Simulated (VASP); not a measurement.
Crystal: KSnBr5.

```
CELL_PARAMETERS angstrom
5.24075 0.00000 0.00000
0.00000 5.24075 0.00000
0.00000 0.00000 9.13140
ATOMIC_POSITIONS crystal
K 0.00000 0.00000 0.50000
Sn 0.50000 0.50000 0.00000
Br 0.00000 0.00000 0.00000
Br 0.50000 0.00000 0.70479
Br 0.00000 0.50000 0.70479
Br 0.50000 0.00000 0.29521
Br 0.00000 0.50000 0.29521
```

| Property | Result |
| --- | --- |
| Program | VASP 6.6.1 |
| Task | relaxation of cell and atoms |
| Functional | PBEsol |
| Potentials or basis | VASP PAW PBE potentials, release 64 (K_sv, Sn_d, Br) |
| Cutoff | 600 eV |
| k mesh | 4 × 4 × 2 |
| Occupations | fermi-dirac, width 0.03 eV |
| Spin | no spin polarisation |

At the start: pressure -3.5 GPa; volume 35.83 Å³/atom.

Question: Where does the relaxation end?

Answer: Over 27 steps the energy falls by 241.7 meV/atom and the volume is 28.94 Å³/atom (-19.2 %); space group P4/mmm (No. 123, to 0.1 Å) before and after.

Step by step:
```tsv
step	energy change (eV)	largest force (eV/Å)	pressure (GPa)	volume (Å³)
1	0.0000	0.6467	-3.54	250.80
2	-0.6021	0.7249	-2.19	223.12
3	-0.8463	0.7628	0.33	200.03
4	-0.8482	0.7643	0.83	196.88
5	-1.0158	0.5971	0.97	195.57
6	-1.2937	0.1539	1.84	191.91
7	-0.7861	0.9345	6.26	183.86
8	-1.3190	0.0382	2.39	190.59
9	-1.4597	0.0694	0.17	203.89
10	-1.4659	0.0725	-0.43	208.49
11	-1.4661	0.0724	-0.35	207.86
12	-1.4931	0.1106	-0.31	207.34
13	-1.5666	0.2462	-0.07	205.41
14	-1.4792	0.2775	1.54	199.91
15	-1.5924	0.3057	0.12	204.37
16	-1.5957	0.3107	0.67	202.30
17	-1.6057	0.3239	0.34	203.42
18	-1.6258	0.2427	0.11	205.19
19	-1.6259	0.2365	0.09	205.33
20	-1.6442	0.1978	-0.14	206.23
21	-1.6670	0.1033	-0.68	208.46
22	-1.6812	0.0829	-0.37	205.80
23	-1.6896	0.0433	0.21	201.41
24	-1.6897	0.0466	0.16	201.77
25	-1.6909	0.0287	0.11	201.97
26	-1.6917	0.0012	0.03	202.31
27	-1.6918	0.0001	0.00	202.55
```

Final structure:
```
K Sn Br
1.0
     4.45126    0.00000    0.00000
     0.00000    4.45126    0.00000
     0.00000    0.00000   10.22247
K Sn Br
1 1 5
Direct
  0.00000 0.00000 0.50000
  0.50000 0.50000 0.00000
  0.00000 0.00000 0.00000
  0.50000 0.00000 0.73496
  0.00000 0.50000 0.73496
  0.50000 0.00000 0.26504
  0.00000 0.50000 0.26504
```

Caveat: the volume moved by over 15 % at a fixed basis, so the end points are rough; the PAW data sets were made with another functional, which shifts forces and pressure a little.
